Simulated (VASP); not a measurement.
Crystal: TaSi3.

```
CELL_PARAMETERS angstrom
3.38953 0.00000 0.00000
0.00000 3.38953 0.00000
0.00000 0.00000 3.38953
ATOMIC_POSITIONS crystal
Ta 0.50000 0.50000 0.50000
Si 0.50000 0.00000 0.00000
Si 0.00000 0.50000 0.00000
Si 0.00000 0.00000 0.50000
```

| Item | Value |
| --- | --- |
| Program | VASP 6.6.1 |
| Task | relaxation of cell and atoms |
| Functional | PBEsol |
| Potentials or basis | VASP PAW PBE potentials, release 64 (Ta_pv, Si) |
| Cutoff | 600 eV |
| k mesh | 6 × 6 × 6 |
| Occupations | gaussian, width 0.1 eV |
| Spin | no spin polarisation |

At the start: pressure 130.6 GPa; volume 9.74 Å³/atom.

Question: How do energy, volume and symmetry change on relaxing?

Answer: Over 6 steps the energy falls by 1346.0 meV/atom and the volume is 14.38 Å³/atom (+47.7 %); space group Pm-3m (No. 221, to 0.1 Å) before and after.

Step by step:
| step | energy change (eV) | largest force (eV/Å) | pressure (GPa) | volume (Å³) |
| --- | --- | --- | --- | --- |
| 1 | 0.0000 | 0.0000 | 130.65 | 38.94 |
| 2 | 0.3839 | 0.0000 | -23.78 | 103.01 |
| 3 | -5.2879 | 0.0000 | -6.21 | 60.35 |
| 4 | -5.3740 | 0.0000 | -3.24 | 58.68 |
| 5 | -5.3816 | 0.0000 | 1.39 | 57.05 |
| 6 | -5.3838 | 0.0000 | 0.10 | 57.53 |

Final structure:
```yaml
crystal:
  lattice:
    - [3.86031, 0.00000, 0.00000]
    - [0.00000, 3.86031, 0.00000]
    - [0.00000, 0.00000, 3.86031]
  atoms:
    - { symbol: Ta, position: [0.50000, 0.50000, 0.50000] }
    - { symbol: Si, position: [0.50000, 0.00000, 0.00000] }
    - { symbol: Si, position: [0.00000, 0.50000, 0.00000] }
    - { symbol: Si, position: [0.00000, 0.00000, 0.50000] }
```

Caveat: the volume moved by over 15 % at a fixed basis, so the end points are rough; the PAW data sets were made with another functional, which shifts forces and pressure a little; an odd number of electrons without spin polarisation forces a metal; a magnetic or distorted state may lie lower.
